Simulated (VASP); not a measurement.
Wanted: the native input for a VASP 6.6.1 run.

```
Task                   : single point
Functional             : LDA
Potentials or basis    : VASP PAW LDA potentials, release 64 (V_sv, Re)
Cutoff                 : 520 eV
k mesh                 : 7 × 7 × 7
Occupations            : fermi-dirac, width 0.1 eV
Spin                   : collinear spin, ferromagnetic start
Starting moments       : [1.0, 1.0, 1.0, 0.0] μB
Dipole correction      : no
Further INCAR settings : ALGO = Normal; EDIFF = 1e-07; NBANDS = 35
```

The structure of V3Re lies in POSCAR:

```
V3Re
1.0
    0.0000000000      2.9505671534      2.9505671534
    2.9505671534      0.0000000000      2.9505671534
    2.9505671534      2.9505671534      0.0000000000
V Re
3 1
Direct
    0.7500000000      0.7500000000      0.7500000000
    0.2500000000      0.2500000000      0.2500000000
    0.0000000000      0.0000000000      0.0000000000
    0.5000000000      0.5000000000      0.5000000000
```

One way to write it, as run:

INCAR

```
SYSTEM = V3Re
PREC = Accurate
ENCUT = 520
EDIFF = 1E-7
ISMEAR = -1
SIGMA = 0.1
LREAL = .FALSE.
LASPH = .TRUE.
NELM = 150
ALGO = Normal
ISIF = 2
LWAVE = .FALSE.
LCHARG = .FALSE.
ISPIN = 2
MAGMOM = 1 1 1 0
LORBIT = 11
LMAXMIX = 4
GGA = CA
NBANDS = 35
```

KPOINTS

```
regular mesh
0
G
  7 7 7
  0 0 0
```

Potentials or basis: VASP PAW LDA potentials, release 64 (V_sv, Re).

Run with:

```bash
$ cat potpaw_LDA.64/V_sv/POTCAR potpaw_LDA.64/Re/POTCAR > POTCAR
$ mpirun -np 1 vasp_std > vasp.out
```

It gave:

```yaml
Pressure: 1.3 GPa
Band_gap_on_the_k_mesh: zero (filled and empty bands overlap)
Net_moment: 0.00 μB per cell
Valence_electrons_inside_the_program's_atomic_spheres: V 11.84, 11.78 (each value once); Re 6.32
```

Caveat: the moments typed at the start vanished in this run; spin-orbit coupling is left out, which moves the levels of the heavy elements.

It took 2.7 min on 1 thread of Oxide Virtual Turin-like Processor, on a shared host, peak memory 0.16 GiB.
